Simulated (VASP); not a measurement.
A run of VASP 6.6.1:

File INCAR:

```
PREC = Accurate
ENCUT = 500
EDIFF = 1E-6
ISMEAR = 0
SIGMA = 0.02
LREAL = F
LASPH = T
NELM = 120
ALGO = Normal
ISIF = 2
LWAVE = F
LCHARG = T
GGA = PE
LELF = T
LVHAR = T
NBANDS = 16
GGA_COMPAT = F
```

File KPOINTS:

```
regular mesh
0
Gamma
  8 8 8
```

File POSCAR:

```
GaP
1.0
    0.0000000000      2.8332088214      2.8332088214
    2.8332088214      0.0000000000      2.8332088214
    2.8332088214      2.8332088214      0.0000000000
Ga P
1 1
Direct
    0.0000000000      0.0000000000      0.0000000000
    0.2500000000      0.2500000000      0.2500000000
```

Potentials or basis: VASP PAW PBE potentials, release 64 (Ga_d, P).

Launch:

```sh
$ cat potpaw_PBE.64/Ga_d/POTCAR potpaw_PBE.64/P/POTCAR > POTCAR
$ mpirun -np 1 vasp_std > vasp.out
```

Hardware: 1 thread of Intel Xeon 6975P-C, on a shared host.

Task: How long does it take, and how much memory?

Result: Run time: 14 s on 1 thread of Intel Xeon 6975P-C, on a shared host, peak memory 0.17 GiB. Counts: scf iterations 12, k points 29.
